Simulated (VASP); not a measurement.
C:

```xyz
2
Lattice="1.7834 1.7834 0.0000 -1.7834 1.7834 0.0000 0.0000 1.7834 1.7834" Properties=species:S:1:pos:R:3 pbc="T T T"
C     0.0000    1.7834    0.0000
C     0.8917    2.6751    0.8917
```

```yaml
Program: VASP 6.6.1
Task: relaxation of cell and atoms
Functional: LDA
Potentials_or_basis: VASP PAW LDA potentials, release 64 (C)
Cutoff: 600 eV
k_mesh: 16 × 16 × 16
Occupations: fermi-dirac, width 0.1 eV
Spin: no spin polarisation
```

At the start: pressure -12.4 GPa; volume 5.67 Å³/atom.

Task: Where does the relaxation end?

Result: Over 6 steps the energy falls by 6.2 meV/atom and the volume is 5.52 Å³/atom (-2.8 %); space group Fd-3m (No. 227, to 0.05 Å).

The path:
```
step  energy change (eV)  largest force (eV/Å)  pressure (GPa)  volume (Å³)
   1              0.0000                0.0000          -12.37        11.34
   2              0.0090                0.0000           17.94        10.64
   3             -0.0123                0.0000           -0.11        11.03
   4             -0.0123                0.0000            0.15        11.03
   5             -0.0123                0.0000           -0.15        11.03
   6             -0.0123                0.0000           -0.03        11.03
```

Final structure:
```yaml
crystal:
  lattice:
    - [1.76682, 1.76682, 0.00000]
    - [-1.76682, 1.76682, 0.00000]
    - [0.00000, 1.76682, 1.76682]
  atoms:
    - { symbol: C, position: [0.50000, 0.50000, 0.00000] }
    - { symbol: C, position: [0.75000, 0.25000, 0.50000] }
```
